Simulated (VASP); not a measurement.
# Y (Im-3m) in VASP: notebook, part 2 of 3

VASP 6.6.1. The steps go on from the part before.

## Step 4: Relaxation of cell and atoms, PBE

This run uses another cell than the first one, of 32.97 Å³/atom.

Contents of INCAR:

```
SYSTEM = Y
PREC     = Accurate       ! precision mode
ENCUT    = 500            ! plane-wave cutoff, eV
EDIFF    = 1E-7           ! SCF threshold, eV
ISMEAR   = 1              ! smearing method
SIGMA    = 0.1            ! smearing width, eV
LREAL    = .False.        ! projectors in reciprocal space
LASPH    = .True.         ! aspherical terms in the spheres
NELM     = 120            ! most SCF steps
ALGO     = Normal         ! electronic algorithm
ISIF     = 3              ! what is computed and relaxed
LWAVE    = .False.        ! write WAVECAR
LCHARG   = .False.        ! write CHGCAR
GGA      = PE             ! functional
IBRION   = 2              ! ionic algorithm
NSW      = 80             ! ionic steps
EDIFFG   = -0.02          ! ionic threshold
GGA_COMPAT= .False.      
NELMIN   = 4
```

Contents of KPOINTS:

```
Automatic mesh
0
Gamma
  7 7 7
  0 0 0
```

Contents of POSCAR:

```
Y
1.0
   -2.0200000000      2.0200000000      2.0200000000
    2.0200000000     -2.0200000000      2.0200000000
    2.0200000000      2.0200000000     -2.0200000000
Y
1
Direct
    0.0000000000      0.0000000000      0.0000000000
```

Potentials or basis: VASP PAW PBE potentials, release 64 (Y_sv).

Command:

```sh
cat potpaw_PBE.64/Y_sv/POTCAR > POTCAR
mpirun -np 1 vasp_std > vasp.out
```

OUTCAR:

```text
SYSTEM = Y
   PREC = Accurate
   ENCUT = 500
   EDIFF = 1E-7
   ISMEAR = 1
   LREAL = .False.
   LASPH = .True.
   NELM = 120
   ISIF = 3
   GGA = PE
   IBRION = 2
   NSW = 80
   EDIFFG = -0.02
   NELMIN = 4

 ion  position               nearest neighbor table
   1  0.000  0.000  0.000-

  LATTYP: Found a body centered cubic cell.
 ALAT       =     4.0400000000

  Lattice vectors:

 A1 = (  -2.0200000000,   2.0200000000,   2.0200000000)
 A2 = (   2.0200000000,  -2.0200000000,   2.0200000000)
 A3 = (   2.0200000000,   2.0200000000,  -2.0200000000)

Analysis of symmetry for initial positions (statically):
=====================================================================
 Subroutine PRICEL returns:
 Original cell was already a primitive cell.

 Routine SETGRP: Setting up the symmetry group for a
 body centered cubic supercell.

 Subroutine GETGRP returns: Found 48 space group operations
 (whereof 48 operations were pure point group operations)
 out of a pool of 48 trial point group operations.

The static configuration has the point symmetry O_h .

Analysis of symmetry for dynamics (positions and initial velocities):
=====================================================================
 Subroutine PRICEL returns:
 Original cell was already a primitive cell.

 Routine SETGRP: Setting up the symmetry group for a
 body centered cubic supercell.

 Subroutine GETGRP returns: Found 48 space group operations
 (whereof 48 operations were pure point group operations)
 out of a pool of 48 trial point group operations.

The dynamic configuration has the point symmetry O_h .

 Subroutine INISYM returns: Found 48 space group operations
 (whereof 48 operations are pure point group operations),
 and found     1 'primitive' translations

----------------------------------------------------------------------------------------

                                     Primitive cell

[... 107 lines left out ...]
   LORBIT       =      0    0 simple, 1 ext, 2 COOP (PROOUT), +10 PAW based schemes
   GGA     = PE    functional components
   LHFCALC =     F    Hartree Fock is set to
   AEXX    =    0.0000 exact exchange contribution
   IVDW    =     0    specifies the selected vdW correction
   LEPSILON=     F    determine dielectric tensor
   LRPA    =     F    only Hartree local field effects (RPA)
 conjugate gradient relaxation of ions
 non-spin polarized calculation
 Methfessel and Paxton  Order N= 1 SIGMA  =   0.10
  energy-cutoff  :      500.00
  volume of cell :       32.97
 maximum number of plane-waves:       887
 NGX is ok and might be reduce to    28
   NGX = 13   NGY = 13   NGZ = 13

 number of electron      11.0000001 magnetization

 Free energy of the ion-electron system (eV)
  ---------------------------------------------------
  ext. energy  EPLUGINS =         0.00000000
  ---------------------------------------------------
  free energy    TOTEN  =        -6.30959461 eV

  energy without entropy =       -6.31131737  energy(sigma->0) =       -6.31016886

 E-fermi :   3.1819     XC(G=0):  -9.4164

 val. band max:        3.1809634184   @ k =   0.2857   0.1429   0.1429
 cond. band min:       3.2161746987   @ k =  -0.4286   0.4286   0.1429
 fundamental gap:      0.0352112804
 Fermi energy:         3.1819421930

 k-point     1 :       0.0000    0.0000    0.0000
  band No.  band energies     occupation
      1     -39.7632      2.00000
      2     -19.4611      2.00000
      3     -19.4611      2.00000
      4     -19.4611      2.00000
      5      -1.6884      2.00000
      6       4.7730     -0.00000
      7       4.7730     -0.00000
      8       4.7730     -0.00000
      9       6.6762      0.00000
[... 217 lines left out ...]
 k-point    20 :      -0.4286    0.4286    0.4286
  band No.  band energies     occupation
      1     -39.6538      2.00000
      2     -19.8370      2.00000
      3     -19.8178      2.00000
      4     -19.8178      2.00000
      5       1.7964      2.00000
      6       1.8216      2.00000
      7       6.9769      0.00000
      8       6.9769      0.00000
      9       7.8819      0.00000

------------------------ aborting loop because EDIFF is reached ----------------------------------------

  FORCE on cell =-STRESS in cart. coord.  units (eV):
  Direction    XX          YY          ZZ          XY          YZ          ZX
  --------------------------------------------------------------------------------------
  -------------------------------------------------------------------------------------
  Total       -0.0133486     -0.0133486     -0.0133486      0.0000000      0.0000000      0.0000000
  in kB       -0.6486823     -0.6486823     -0.6486823      0.0000000      0.0000000      0.0000000
  external PRESSURE =      -0.6486823 kB  Pullay stress =       0.0000000 kB

 VOLUME and BASIS-vectors are now :
 -----------------------------------------------------------------------------
  energy-cutoff  :      500.00
  volume of cell :       32.97
      direct lattice vectors                 reciprocal lattice vectors
    -2.020000000  2.020000000  2.020000000     0.000000000  0.247524752  0.247524752
     2.020000000 -2.020000000  2.020000000     0.247524752  0.000000000  0.247524752
     2.020000000  2.020000000 -2.020000000     0.247524752  0.247524752  0.000000000

 POSITION                                       TOTAL-FORCE (eV/Angst)
 -----------------------------------------------------------------------------------
      0.00000      0.00000      0.00000         0.000000     -0.000000      0.000000
 -----------------------------------------------------------------------------------
    total drift:                               -0.000000     -0.000000     -0.000000

  FREE ENERGIE OF THE ION-ELECTRON SYSTEM (eV)
  ---------------------------------------------------
  free  energy   TOTEN  =        -6.3095946113 eV

  energy  without entropy=       -6.3113173724  energy(sigma->0) =       -6.31016886

 reached required accuracy - stopping structural energy minimisation
```

OSZICAR:

```text
N       E                     dE             d eps       ncg     rms          rms(c)
DAV:   1     0.172019794346E+02    0.17202E+02   -0.56420E+03   360   0.106E+03
DAV:   2    -0.568901472684E+01   -0.22891E+02   -0.22410E+02   432   0.157E+02
DAV:   3    -0.651573259844E+01   -0.82672E+00   -0.81513E+00   542   0.216E+01
DAV:   4    -0.653112494637E+01   -0.15392E-01   -0.15365E-01   517   0.286E+00
DAV:   5    -0.653139389725E+01   -0.26895E-03   -0.26877E-03   518   0.237E-01    0.238E+01
DAV:   6    -0.635149869196E+01    0.17990E+00   -0.25058E-01   389   0.404E+00    0.144E+01
DAV:   7    -0.631257473034E+01    0.38924E-01   -0.38792E-01   380   0.484E+00    0.145E+00
DAV:   8    -0.631024111237E+01    0.23336E-02   -0.55257E-02   438   0.204E+00    0.817E-01
DAV:   9    -0.630971033233E+01    0.53078E-03   -0.12876E-03   476   0.317E-01    0.130E-01
DAV:  10    -0.630960915383E+01    0.10118E-03   -0.52500E-04   471   0.244E-01    0.686E-02
DAV:  11    -0.630959546243E+01    0.13691E-04   -0.29170E-05   395   0.625E-02    0.215E-02
DAV:  12    -0.630959486143E+01    0.60100E-06   -0.45566E-06   471   0.233E-02    0.171E-02
DAV:  13    -0.630959460146E+01    0.25998E-06   -0.19869E-07   424   0.288E-03    0.196E-03
DAV:  14    -0.630959461127E+01   -0.98175E-08   -0.14049E-08   211   0.100E-03
   1 F= -.63095946E+01 E0= -.63101689E+01  d E =-.630959E+01
```

CONTCAR:

```text
Y
   1.00000000000000
    -2.0200000000000000    2.0200000000000000    2.0200000000000000
     2.0200000000000000   -2.0200000000000000    2.0200000000000000
     2.0200000000000000    2.0200000000000000   -2.0200000000000000
  Y
     1
Direct
     0.0000000000000000    0.0000000000000000    0.0000000000000000

  0.00000000E+00  0.00000000E+00  0.00000000E+00
```

Run time: 5.7 s. Hardware: 1 thread of Intel Xeon 6975P-C (Granite Rapids), shared host; peak memory 0.17 GiB.

Results:

```
Free energy             : -6.3096 eV
Pressure after relaxing : -0.1 GPa
Band gap on the k mesh  : zero (an odd number of electrons rules out a gap without spin polarisation)
```

Final structure:
```cif
data_structure
_symmetry_space_group_name_H-M 'P 1'
_symmetry_Int_Tables_number 1
_cell_length_a 3.4987
_cell_length_b 3.4987
_cell_length_c 3.4987
_cell_angle_alpha 109.471
_cell_angle_beta 109.471
_cell_angle_gamma 109.471
_cell_volume 32.97
loop_
_atom_site_label
_atom_site_type_symbol
_atom_site_fract_x
_atom_site_fract_y
_atom_site_fract_z
_atom_site_occupancy
Y1 Y 0.00000 0.00000 0.00000 1
```

Levels at points of the mesh, in eV from the Fermi level:
| k point | band 3 | band 4 | band 5 | band 6 | band 7 | band 8 |
| --- | --- | --- | --- | --- | --- | --- |
| (0.00, 0.00, 0.00) | -22.64 | -22.64 | -4.87 | 1.59 | 1.59 | 1.59 |

Caveat: the relaxation stopped at its first step, so nothing moved.

## Step 5: Relaxation of cell and atoms, PBE, target pressure 15 GPa, at which the enthalpy is minimised

This run uses another cell than the first one, of 32.97 Å³/atom.

Contents of INCAR:

```
PREC = Accurate
ENCUT = 500
EDIFF = 1E-7
ISMEAR = 1
SIGMA = 0.1
LREAL = False
LASPH = True
NELM = 120
ALGO = Normal
ISIF = 3
LWAVE = False
LCHARG = False
GGA = PE
IBRION = 2
NSW = 80
EDIFFG = -0.02
PSTRESS = 150.0
GGA_COMPAT = False
NELMIN = 4
```

Contents of KPOINTS:

```
Automatic mesh
0
Gamma
  7 7 7
```

POSCAR is that of step 4.

Command:

```sh
cat potpaw_PBE.64/Y_sv/POTCAR > POTCAR
mpirun -np 1 vasp_std > vasp.out
```

Wall time 22 s (1 thread of Intel Xeon 6975P-C (Granite Rapids), shared host); peak memory 0.18 GiB.

The run converged. Its results:

| Item | Value |
| --- | --- |
| Free energy | -6.0064 eV |
| Relaxed volume | 25.10 Å³/atom |
| Relaxed cell | a = 3.195 Å, b = 3.195 Å, c = 3.195 Å, α = 109.47°, β = 109.47°, γ = 109.47° |
| Space group after relaxing (to 0.1 Å) | Im-3m (No. 229) |
| Energy change on relaxing (the run minimises the enthalpy) | +303.2 meV/atom |
| Ionic steps | 4 |
| Pressure after relaxing | 14.9 GPa |
| Band gap on the k mesh | zero (an odd number of electrons rules out a gap without spin polarisation) |

The path:
| step | energy change (eV) | largest force (eV/Å) | pressure (GPa) | volume (Å³) |
| --- | --- | --- | --- | --- |
| 1 | 0.0000 | 0.0000 | -0.06 | 32.97 |
| 2 | 1.0736 | 0.0000 | 38.80 | 20.28 |
| 3 | 0.2782 | 0.0000 | 13.98 | 25.38 |
| 4 | 0.3032 | 0.0000 | 14.90 | 25.10 |

Final structure:
```
Y
1.0
    -1.84454    1.84454    1.84454
     1.84454   -1.84454    1.84454
     1.84454    1.84454   -1.84454
Y
1
Direct
  0.00000 0.00000 0.00000
```

Levels at points of the mesh, in eV from the Fermi level:
```
           k point  band 2  band 3  band 4  band 5  band 6  band 7  band 8  band 9
(0.00, 0.00, 0.00)  -21.69  -21.69  -21.69   -5.15    1.93    1.93    1.93    4.44
```

Caveat: the cell is relaxed towards a set pressure, so the run minimises the enthalpy, not the energy; the volume moved by over 15 % at a fixed basis, so the end points are rough.

[end of part 2 of 3]
